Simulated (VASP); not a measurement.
Set up this calculation in VASP 6.6.1, as the native input.

| Item | Value |
| --- | --- |
| Task | single point |
| Functional | LDA |
| Potentials or basis | VASP PAW LDA potentials, release 64 (C, H) |
| Cutoff | 520 eV |
| k mesh | 6 × 4 × 1 |
| Occupations | gaussian, width 0.05 eV |
| Spin | no spin polarisation |
| Dipole correction | yes |
| Further INCAR settings | LREAL = Auto; ALGO = Normal; EDIFF = 1e-07; NBANDS = 68 |

The structure of HC12 lies in POSCAR:

```
HC12
1.0
    4.8892663280      0.0000000000      0.0000000000
   -2.4446331640      6.7739291692      0.0000000000
    0.0000000000      0.0000000000     22.7684096771
C H
24 2
Direct
    0.4020794403      0.3041588806      0.1756820110
    0.4020794403      0.8041588805      0.1756820110
    0.9020794403      0.3041588806      0.1756820110
    0.9020794403      0.8041588805      0.1756820110
    0.1630408159      0.3260816317      0.2059829668
    0.1630408159      0.8260816317      0.2059829668
    0.6630408159      0.3260816317      0.2059829668
    0.6630408159      0.8260816317      0.2059829668
    0.1846395683      0.3692791367      0.2666259491
    0.1846395683      0.8692791367      0.2666259491
    0.6846395683      0.3692791367      0.2666259491
    0.6846395683      0.8692791367      0.2666259491
    0.4461625696      0.3923265051      0.2960492075
    0.4461625696      0.8923265051      0.2960492075
    0.9461625696      0.3923265051      0.2960492075
    0.9461625696      0.8923265051      0.2960492075
    0.4715644646      0.4431294558      0.3591099590
    0.4715644646      0.9431294558      0.3591099590
    0.9715644646      0.4431294558      0.3591099590
    0.9715644646      0.9431294558      0.3591099590
    0.2327030006      0.4654044969      0.3851129614
    0.2327030006      0.9654044969      0.3851129614
    0.7327030006      0.4654044969      0.3851129614
    0.7327030006      0.9654044969      0.3851129614
    0.2327030006      0.8102296071      0.4470408703
    0.2327030006      1.1205793867      0.4470408703
```

The input as run:

INCAR

```
ALGO = Normal
DIPOL = 0.5 0.5 0.294
EDIFF = 1E-7
ENCUT = 520
GGA = CA
IDIPOL = 3
ISIF = 2
ISMEAR = 0
LASPH = True
LCHARG = False
LDIPOL = True
LREAL = Auto
LWAVE = False
NBANDS = 68
NELM = 80
PREC = Accurate
SIGMA = 0.05
```

KPOINTS

```
k-points
0
Gamma
  6 4 1
```

Potentials or basis: VASP PAW LDA potentials, release 64 (C, H).

The run is started by

```bash
$ cat potpaw_LDA.64/C/POTCAR potpaw_LDA.64/H/POTCAR > POTCAR
$ mpirun -np 1 vasp_std > vasp.out
```

Results of the run:

```yaml
Largest_force: 6.522 eV/Å
Band_gap_on_the_k_mesh: zero (band 49 reaches -3.38 eV, above the bottom of band 50 at -3.39 eV)
```

Run time: 41 min on 1 thread of Intel(R) Xeon(R) Platinum 8488C (Sapphire Rapids), with other jobs on the host, peak memory 0.8 GiB.
